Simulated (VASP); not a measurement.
# CsRe (P6/mmm) in VASP: further runs, part 2 of 2

VASP 6.6.1. Earlier steps stand in the parts before.

## 4. Single point, PBE

This run uses another cell than the first one, of 33.19 Å³/atom.

Contents of INCAR:

```
  PREC = Accurate
  ENCUT = 520
  EDIFF = 1E-6
  ISMEAR = -1
  SIGMA = 0.05
  LREAL = F
  LASPH = T
  NELM = 80
  ALGO = Normal
  ISIF = 2
  LWAVE = F
  LCHARG = T
  GGA = PE
  LELF = T
  LVHAR = T
  NBANDS = 15
```

Contents of KPOINTS:

```
regular mesh
0
Gamma
  8 8 5
```

Contents of POSCAR:

```
CsRe
1.0
    3.6893539700      0.0000000000      0.0000000000
   -1.8446769800      3.1950742600      0.0000000000
    0.0000000000      0.0000000000      5.6314427200
Cs Re
1 1
Direct
    0.0000000000      0.0000000000      0.5000000000
    0.0000000000      0.0000000000      0.0000000000
```

Potentials or basis: VASP PAW PBE potentials, release 64 (Cs_sv, Re).

Started as:

```
$ cat potpaw_PBE.64/Cs_sv/POTCAR potpaw_PBE.64/Re/POTCAR > POTCAR
$ mpirun -np 1 vasp_std > vasp.out
```

OUTCAR:

```text
PREC = Accurate
   ENCUT = 520
   EDIFF = 1E-6
   ISMEAR = -1
   LREAL = F
   LASPH = T
   NELM = 80
   ISIF = 2
   GGA = PE

 ion  position               nearest neighbor table
   1  0.000  0.000  0.500-   2 2.82   2 2.82
   2  0.000  0.000  0.000-   1 2.82   1 2.82

  LATTYP: Found a hexagonal cell.
 ALAT       =     3.6893539700
 C/A-ratio  =     1.5264034749

  Lattice vectors:

 A1 = (   3.6893539700,   0.0000000000,   0.0000000000)
[... 614 lines left out ...]
     15       9.5746      0.00000

 [... further k-points ...]

------------------------ aborting loop because EDIFF is reached ----------------------------------------

  FORCE on cell =-STRESS in cart. coord.  units (eV):
  Direction    XX          YY          ZZ          XY          YZ          ZX
  --------------------------------------------------------------------------------------
  -------------------------------------------------------------------------------------
  Total       -5.2396243     -5.2396243      1.9129754     -0.0000000      0.0000000     -0.0000000
  in kB     -126.4619216   -126.4619215     46.1709727     -0.0000002      0.0000000     -0.0000000
  external PRESSURE =     -68.9176235 kB  Pullay stress =       0.0000000 kB

 VOLUME and BASIS-vectors are now :
 -----------------------------------------------------------------------------
  energy-cutoff  :      520.00
  volume of cell :       66.38
      direct lattice vectors                 reciprocal lattice vectors
     3.689353970  0.000000000  0.000000000     0.271050164  0.156490885  0.000000000
    -1.844676980  3.195074260  0.000000000     0.000000000  0.312981771  0.000000000
     0.000000000  0.000000000  5.631442720     0.000000000  0.000000000  0.177574389

 POSITION                                       TOTAL-FORCE (eV/Angst)
 -----------------------------------------------------------------------------------
      0.00000      0.00000      2.81572         0.000000      0.000000      0.000000
      0.00000      0.00000      0.00000        -0.000000      0.000000      0.000000
 -----------------------------------------------------------------------------------
    total drift:                               -0.000000     -0.000000      0.000000

  FREE ENERGIE OF THE ION-ELECTRON SYSTEM (eV)
  ---------------------------------------------------
  free  energy   TOTEN  =        -6.9254047033 eV

  energy  without entropy=       -6.8898690162  energy(sigma->0) =       -6.90763686
```

OSZICAR:

```text
N       E                     dE             d eps       ncg     rms          rms(c)
DAV:   1     0.733466311024E+02    0.73347E+02   -0.67323E+03  1365   0.995E+02
DAV:   2    -0.292944365005E+01   -0.76276E+02   -0.69503E+02  1510   0.197E+02
DAV:   3    -0.743779234781E+01   -0.45083E+01   -0.44447E+01  1420   0.561E+01
DAV:   4    -0.747978337885E+01   -0.41991E-01   -0.41807E-01  1106   0.447E+00
DAV:   5    -0.748121202400E+01   -0.14286E-02   -0.14273E-02  1474   0.810E-01    0.901E+00
DAV:   6    -0.704115536809E+01    0.44006E+00   -0.10366E+00  1489   0.188E+01    0.185E+00
DAV:   7    -0.695156228873E+01    0.89593E-01   -0.96800E-02  1438   0.344E+00    0.125E+00
DAV:   8    -0.692556704007E+01    0.25995E-01   -0.65049E-02  1434   0.310E+00    0.360E-01
DAV:   9    -0.692529462356E+01    0.27242E-03   -0.32137E-03  1371   0.561E-01    0.146E-01
DAV:  10    -0.692539089275E+01   -0.96269E-04   -0.29082E-04  1439   0.123E-01    0.530E-02
DAV:  11    -0.692540425531E+01   -0.13363E-04   -0.14123E-05  1291   0.325E-02    0.128E-02
DAV:  12    -0.692540470333E+01   -0.44802E-06   -0.51185E-06  1108   0.177E-02
   1 F= -.69254047E+01 E0= -.69076369E+01  d E =-.355357E-01
```

stdout:

```text
POSCAR found type information on POSCAR CsRe
 POSCAR found :  2 types and       2 ions
 scaLAPACK will be used
 LDA part: xc-table for (Slater+PW92), standard interpolation
 POSCAR, INCAR and KPOINTS ok, starting setup
 FFT: planning ... GRIDC
 FFT: planning ... GRID_SOFT
 FFT: planning ... GRID
 WAVECAR not read
 entering main loop
```

Run time: 38 s. Hardware: 1 thread of Intel Xeon 8259CL, shared host; peak memory 0.19 GiB.

Results:

```yaml
Free_energy: -6.9254 eV
Pressure: -6.9 GPa
Band_gap_on_the_k_mesh: zero (bands 8 and 9 overlap by 1.05 eV)
```

Stress tensor (GPa, compression positive):
```
-12.65   0.00   0.00
  0.00 -12.65   0.00
  0.00   0.00   4.62
```

Caveat: the stress differs along the axes, from -13 to 5 GPa; spin-orbit coupling is left out, which moves the levels of the heavy elements.

## 5. Single point, PBE (32.53 Å³/atom)

This run uses another cell than the first one, of 32.53 Å³/atom.

Contents of INCAR:

```
SYSTEM = CsRe
ALGO = Normal
EDIFF = 1E-6
ENCUT = 520
GGA = PE
ISIF = 2
ISMEAR = -1
LASPH = .TRUE.
LCHARG = .FALSE.
LREAL = .FALSE.
LWAVE = .FALSE.
NBANDS = 15
NELM = 60
PREC = Accurate
SIGMA = 0.05
```

Contents of KPOINTS:

```
k-points
0
G
  8 8 5
  0 0 0
```

Contents of POSCAR:

```
CsRe
1.0
    3.6645924590      0.0000000000      0.0000000000
   -1.8322962245      3.1736301625      0.0000000000
    0.0000000000      0.0000000000      5.5936466636
Cs Re
1 1
Direct
    0.0000000000      0.0000000000      0.5000000000
    0.0000000000      0.0000000000      0.0000000000
```

Started as:

```
$ cat potpaw_PBE.64/Cs_sv/POTCAR potpaw_PBE.64/Re/POTCAR > POTCAR
$ mpirun -np 1 vasp_std > vasp.out
```

Wall time 39 s (1 thread of Intel Xeon 8259CL, shared host); peak memory 0.19 GiB.

Results (log left out):

```
Free energy            : -6.9808 eV
Pressure               : -6.6 GPa
Band gap on the k mesh : zero (bands 8 and 9 overlap by 1.09 eV)
```

Stress tensor (GPa, compression positive):
```
-12.86   0.00   0.00
  0.00 -12.86   0.00
  0.00   0.00   6.04
```

Levels at points of the mesh, in eV from the Fermi level:
| k point | band 4 | band 5 | band 6 | band 7 | band 8 | band 9 | band 10 | band 11 | band 12 | band 13 |
| --- | --- | --- | --- | --- | --- | --- | --- | --- | --- | --- |
| (0.00, 0.00, 0.00) | -8.30 | -3.89 | -1.25 | -0.23 | -0.23 | 0.02 | 0.02 | 2.11 | 4.52 | 5.05 |
| (0.50, 0.00, 0.00) | -8.91 | -1.92 | -1.92 | -1.04 | -0.34 | 1.24 | 1.57 | 1.92 | 2.43 | 5.10 |

Caveat: the stress differs along the axes, from -13 to 6 GPa; spin-orbit coupling is left out, which moves the levels of the heavy elements.

## 6. Single point, PBE (33.19 Å³/atom)

This run uses another cell than the first one, of 33.19 Å³/atom.

Contents of INCAR:

```
SYSTEM = CsRe
PREC     = Accurate       ! precision mode
ENCUT    = 520            ! plane-wave cutoff, eV
EDIFF    = 1E-6           ! SCF threshold, eV
ISMEAR   = -1             ! smearing method
SIGMA    = 0.05           ! smearing width, eV
LREAL    = .FALSE.        ! projectors in reciprocal space
LASPH    = .TRUE.         ! aspherical terms in the spheres
NELM     = 60             ! most SCF steps
ALGO     = Normal         ! electronic algorithm
ISIF     = 2              ! what is computed and relaxed
LWAVE    = .FALSE.        ! write WAVECAR
LCHARG   = .TRUE.         ! write CHGCAR
GGA      = PE             ! functional
LELF     = .TRUE.         ! ELF
LVHAR    = .TRUE.       
NBANDS   = 15             ! bands
```

Contents of KPOINTS:

```
regular mesh
0
G
  8 8 5
  0 0 0
```

Contents of POSCAR:

```
CsRe
1.0
    3.6893539700      0.0000000000      0.0000000000
   -1.8446769800      3.1950742600      0.0000000000
    0.0000000000      0.0000000000      5.6314427200
Cs Re
1 1
Direct
    0.0000000000      0.0000000000      0.5000000000
    0.0000000000      0.0000000000      0.0000000000
```

Potentials or basis: VASP PAW PBE potentials, release 64 (Cs_sv, Re).

Started as:

```
$ cat potpaw_PBE.64/Cs_sv/POTCAR potpaw_PBE.64/Re/POTCAR > POTCAR
$ mpirun -np 1 vasp_std > vasp.out
```

Run time: 40 s. Hardware: 1 thread of Intel Xeon 8259CL, shared host; peak memory 0.19 GiB.

Results (log left out):

```
Free energy            : -6.9254 eV
Pressure               : -6.9 GPa
Band gap on the k mesh : zero (bands 8 and 9 overlap by 1.05 eV)
```

Stress tensor (GPa, compression positive):
```
-12.65   0.00   0.00
  0.00 -12.65   0.00
  0.00   0.00   4.62
```

Levels at points of the mesh, in eV from the Fermi level:
| k point | band 5 | band 6 | band 7 | band 8 | band 9 | band 10 | band 11 | band 12 |
| --- | --- | --- | --- | --- | --- | --- | --- | --- |
| (0.00, 0.00, 0.00) | -3.84 | -1.22 | -0.22 | -0.22 | 0.02 | 0.02 | 2.03 | 4.43 |
| (0.50, 0.00, 0.00) | -1.89 | -1.85 | -1.03 | -0.33 | 1.20 | 1.56 | 1.91 | 2.35 |

Caveat: the stress differs along the axes, from -13 to 5 GPa; spin-orbit coupling is left out, which moves the levels of the heavy elements.

## 7. Summary

| cell | gap on the mesh (eV) | pressure (GPa) |
| --- | --- | --- |
| a = 3.614, b = 3.614, c = 5.516 Å, angles 90.0, 90.0, 120.0°, 2 atoms | none | -5.7 |
| a = 3.639, b = 3.639, c = 5.555 Å, angles 90.0, 90.0, 120.0°, 2 atoms | none | -6.1 |
| a = 3.689, b = 3.689, c = 5.631 Å, angles 90.0, 90.0, 120.0°, 2 atoms | none | -6.9 |
| a = 3.665, b = 3.665, c = 5.594 Å, angles 90.0, 90.0, 120.0°, 2 atoms | none | -6.6 |

Alike in all rows: task single point; level PBE; potentials or basis VASP PAW PBE potentials, release 64 (Cs_sv, Re); no spin polarisation; k mesh 8 × 8 × 5; cutoff (eV) 520; smearing fermi-dirac 0.05 eV.

Caveats: spin-orbit coupling is left out, which moves the levels of the heavy elements; the stress differs along the axes, from -13 to 9 GPa (at least some runs); the stress differs along the axes, from -13 to 8 GPa (at least some runs); the stress differs along the axes, from -13 to 5 GPa (at least some runs); the stress differs along the axes, from -13 to 6 GPa (at least some runs).

Absolute energies hang on the potentials; compare differences alone.
